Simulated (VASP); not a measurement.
# TiC (I4mm) in VASP: notebook, part 2 of 2

VASP 6.6.1. The steps go on from the part before.

**3. Single point, PBE (atoms displaced along a vibrational mode)**

Input file INCAR:

```
SYSTEM = TiC
PREC = Accurate
ENCUT = 520
EDIFF = 1E-6
ISMEAR = 0
SIGMA = 0.15
LREAL = .FALSE.
LASPH = .TRUE.
NELM = 100
ALGO = Normal
ISIF = 2
LWAVE = .FALSE.
LCHARG = .TRUE.
GGA = PE
LELF = .TRUE.
LVHAR = .TRUE.
NBANDS = 24
```

Input file KPOINTS:

```
Automatic mesh
0
G
  20 20 14
  0 0 0
```

Input file POSCAR:

```
TiC
1.0
    0.0000000000     -2.1664615256     -2.1664615256
    0.0000000000      2.1664615256     -2.1664615256
    4.3329230512      0.0000000000      0.0000000000
Ti C
2 2
Direct
    0.5086866683      0.4913133317      0.5000000000
    1.0086866683      0.9913133317      0.0000000000
    0.4653813377      0.5346186623      0.0000000000
   -0.0346186623      0.0346186623      0.5000000000
```

Potentials or basis: VASP PAW PBE potentials, release 64 (Ti_sv, C).

The run is started by

```console
cat potpaw_PBE.64/Ti_sv/POTCAR potpaw_PBE.64/C/POTCAR > POTCAR
mpirun -np 1 vasp_std > vasp.out
```

OUTCAR:

```text
SYSTEM = TiC
   PREC = Accurate
   ENCUT = 520
   EDIFF = 1E-6
   ISMEAR = 0
   LREAL = .FALSE.
   LASPH = .TRUE.
   NELM = 100
   ISIF = 2
   GGA = PE

 ion  position               nearest neighbor table
   1  0.509  0.491  0.500-   4 1.98   3 2.17   4 2.17   3 2.17   4 2.17   4 2.35
   2  0.009  0.991  0.000-   3 1.98   3 2.17   4 2.17   4 2.17   3 2.17   3 2.35
   3  0.465  0.535  0.000-   2 1.98   1 2.17   2 2.17   1 2.17   2 2.17   2 2.35
   4  0.965  0.035  0.500-   1 1.98   1 2.17   2 2.17   2 2.17   1 2.17   1 2.35

  LATTYP: Found a simple tetragonal cell.
 ALAT       =     3.0638392719
 C/A-ratio  =     1.4142135624

  Lattice vectors:

 A1 = (   0.0000000000,  -2.1664615256,  -2.1664615256)
 A2 = (   0.0000000000,   2.1664615256,  -2.1664615256)
 A3 = (   4.3329230512,   0.0000000000,   0.0000000000)

Analysis of symmetry for initial positions (statically):
=====================================================================
 Subroutine PRICEL returns following result:

  LATTYP: Found a face centered cubic cell.
 ALAT       =     4.3329230512

  Lattice vectors:

 A1 = (  -2.1664615256,   0.0000000000,   2.1664615256)
 A2 = (  -2.1664615256,  -2.1664615256,   0.0000000000)
 A3 = (   0.0000000000,  -2.1664615256,   2.1664615256)

   2 primitive cells build up your supercell.

 Routine SETGRP: Setting up the symmetry group for a
 simple tetragonal supercell.

 Subroutine GETGRP returns: Found  4 space group operations
 (whereof  4 operations were pure point group operations)
 out of a pool of 16 trial point group operations.

The static configuration has the point symmetry C_2v.

Analysis of symmetry for dynamics (positions and initial velocities):
=====================================================================
 Subroutine PRICEL returns following result:

  LATTYP: Found a face centered cubic cell.
 ALAT       =     4.3329230512
[... 126 lines left out ...]
   PSTRESS=    0.0 pullay stress
   NELECT =      32.0000    total number of electrons
   NUPDOWN=      -1.0000    fix difference up-down
   EMIN   =  10.00;   EMAX   =-10.00  energy-range for DOS
   EFERMI =   0.00;   METHOD = LEGACY
   ISMEAR =     0;   SIGMA  =   0.15  broadening in eV -4-tet -1-fermi 0-gaus
   EFERMI_NEDOS =   21; number of points for ismear=-14 and -15
   IALGO  =     38    algorithm
   IMIX   =      4    mixing-type and parameters
     AMIX     =   0.40;   BMIX     =  1.00
     AMIX_MAG =   1.60;   BMIX_MAG =  1.00
  volume/ion in A,a.u.               =      10.17        68.62
  Fermi-wavevector in a.u.,A,eV,Ry     =   1.511311  2.855964 31.076536  2.284061
  Thomas-Fermi vector in A             =   2.621385
   LORBIT       =      0    0 simple, 1 ext, 2 COOP (PROOUT), +10 PAW based schemes
   GGA     = PE    functional components
   LHFCALC =     F    Hartree Fock is set to
   AEXX    =    0.0000 exact exchange contribution
   IVDW    =     0    specifies the selected vdW correction
   LEPSILON=     F    determine dielectric tensor
   LRPA    =     F    only Hartree local field effects (RPA)
 non-spin polarized calculation
 Gauss-broadening in eV      SIGMA  =   0.15
  energy-cutoff  :      520.00
  volume of cell :       40.67
 maximum number of plane-waves:      1136
   NGX = 11   NGY = 11   NGZ = 17

 number of electron      31.9999997 magnetization

 Free energy of the ion-electron system (eV)
  ---------------------------------------------------
  ext. energy  EPLUGINS =         0.00000000
  ---------------------------------------------------
  free energy    TOTEN  =       -37.09782094 eV

  energy without entropy =      -37.09457684  energy(sigma->0) =      -37.09619889

 E-fermi :   9.4502     XC(G=0): -12.6738

 val. band max:        9.4479393928   @ k =  -0.2000   0.2500   0.0714
 cond. band min:       9.4669719172   @ k =  -0.2000   0.3000   0.0000
 fundamental gap:      0.0190325243
 Fermi energy:         9.4502120448

 k-point     1 :       0.0000    0.0000    0.0000
  band No.  band energies     occupation
      1     -47.1818      2.00000
      2     -47.0850      2.00000
      3     -23.6509      2.00000
      4     -23.3815      2.00000
      5     -23.3798      2.00000
      6     -23.2157      2.00000
[... 637 lines left out ...]
     23      13.7838      0.00000
     24      14.6323      0.00000

 [... further k-points ...]
[... 5 lines left out ...]
  --------------------------------------------------------------------------------------
  -------------------------------------------------------------------------------------
  Total        0.2079214      2.9899205      0.2057906      0.0000000      0.0000000      0.0000000
  in kB        8.1902449    117.7761315      8.1063095      0.0000000      0.0000000      0.0000000
  external PRESSURE =      44.6908953 kB  Pullay stress =       0.0000000 kB

 VOLUME and BASIS-vectors are now :
 -----------------------------------------------------------------------------
  energy-cutoff  :      520.00
  volume of cell :       40.67
      direct lattice vectors                 reciprocal lattice vectors
     0.000000000 -2.166461526 -2.166461526     0.000000000 -0.230791082 -0.230791082
     0.000000000  2.166461526 -2.166461526     0.000000000  0.230791082 -0.230791082
     4.332923051  0.000000000  0.000000000     0.230791082  0.000000000  0.000000000

 POSITION                                       TOTAL-FORCE (eV/Angst)
 -----------------------------------------------------------------------------------
      2.16646     -0.03764     -2.16646         0.000000      1.808701      0.000000
      0.00000      2.12882     -2.16646        -0.000000      1.808701      0.000000
      0.00000      0.15000     -2.16646        -0.000000     -1.808701      0.000000
      2.16646     -2.01646     -2.16646        -0.000000     -1.808701      0.000000
 -----------------------------------------------------------------------------------
    total drift:                               -0.000000      0.000477      0.000000

  FREE ENERGIE OF THE ION-ELECTRON SYSTEM (eV)
  ---------------------------------------------------
  free  energy   TOTEN  =       -37.0978209449 eV

  energy  without entropy=      -37.0945768361  energy(sigma->0) =      -37.09619889
```

OSZICAR:

```text
N       E                     dE             d eps       ncg     rms          rms(c)
DAV:   1     0.347222055346E+03    0.34722E+03   -0.15555E+04 42640   0.163E+03
DAV:   2    -0.705252540484E+01   -0.35427E+03   -0.33667E+03 44728   0.469E+02
DAV:   3    -0.462635133880E+02   -0.39211E+02   -0.38010E+02 69448   0.137E+02
DAV:   4    -0.482593749125E+02   -0.19959E+01   -0.19913E+01 54792   0.283E+01
DAV:   5    -0.483409589746E+02   -0.81584E-01   -0.81579E-01 61200   0.516E+00    0.264E+01
DAV:   6    -0.380665188355E+02    0.10274E+02   -0.60030E+01 52568   0.707E+01    0.923E+00
DAV:   7    -0.371479024053E+02    0.91862E+00   -0.10675E+01 51952   0.294E+01    0.721E+00
DAV:   8    -0.371226050077E+02    0.25297E-01   -0.49857E-01 54712   0.494E+00    0.523E+00
DAV:   9    -0.371232230469E+02   -0.61804E-03   -0.58560E-01 52864   0.719E+00    0.151E+00
DAV:  10    -0.370993545017E+02    0.23869E-01   -0.16532E-01 52984   0.384E+00    0.438E-01
DAV:  11    -0.370978768676E+02    0.14776E-02   -0.98589E-03 56832   0.761E-01    0.104E-01
DAV:  12    -0.370978791257E+02   -0.22581E-05   -0.41640E-04 47040   0.171E-01    0.525E-02
DAV:  13    -0.370978328083E+02    0.46317E-04   -0.51669E-05 60112   0.568E-02    0.252E-02
DAV:  14    -0.370978231273E+02    0.96810E-05   -0.15431E-05 55360   0.355E-02    0.816E-03
DAV:  15    -0.370978220066E+02    0.11207E-05   -0.97515E-07 32200   0.851E-03    0.519E-03
DAV:  16    -0.370978209010E+02    0.11056E-05   -0.24134E-06 38680   0.127E-02    0.106E-03
DAV:  17    -0.370978209449E+02   -0.43887E-07   -0.14584E-07 24056   0.362E-03
   1 F= -.37097821E+02 E0= -.37096199E+02  d E =-.324411E-02
```

Wall time 17 min (1 thread of Intel Xeon 8259CL, shared host); peak memory 0.76 GiB.

Results:

```yaml
Free_energy: -37.0978 eV
Pressure: 4.5 GPa
Largest_force: 1.809 eV/Å
Band_gap_on_the_k_mesh: zero (bands 16 and 17 overlap by 1.10 eV)
```

Forces on the atoms (eV/Å):
```
Ti   0.000  1.809  0.000
Ti   0.000  1.809  0.000
C    0.000 -1.809  0.000
C    0.000 -1.809  0.000
```

Stress tensor (GPa, compression positive):
```
 0.82  0.00  0.00
 0.00 11.78  0.00
 0.00  0.00  0.81
```

Levels at points of the mesh, in eV from the Fermi level:
```tsv
k point	band 13	band 14	band 15	band 16	band 17	band 18	band 19	band 20
(0.00, 0.00, 0.00)	-0.30	-0.09	-0.09	0.15	0.65	0.72	1.67	2.47
(0.50, 0.00, 0.00)	-2.84	-2.84	-2.59	-2.59	2.04	2.04	3.08	3.08
(0.50, 0.50, 0.00)	-2.34	-1.67	-0.30	-0.09	-0.09	0.72	2.67	3.03
(0.00, 0.00, 0.50)	-1.52	-1.52	-0.56	-0.56	0.35	0.35	1.99	1.99
(0.50, 0.00, 0.50)	-2.91	-2.91	-2.87	-2.87	2.80	2.80	2.88	2.88
(0.50, 0.50, 0.50)	-3.19	-3.19	-2.40	-2.40	2.40	2.40	2.70	2.70
```

Caveat: the cell differs from its parent crystal (atoms displaced along a vibrational mode); the stress differs along the axes, from 1 to 12 GPa; forces of over 1 eV/Å act on the atoms, so gaps and moduli don't describe the material at rest.
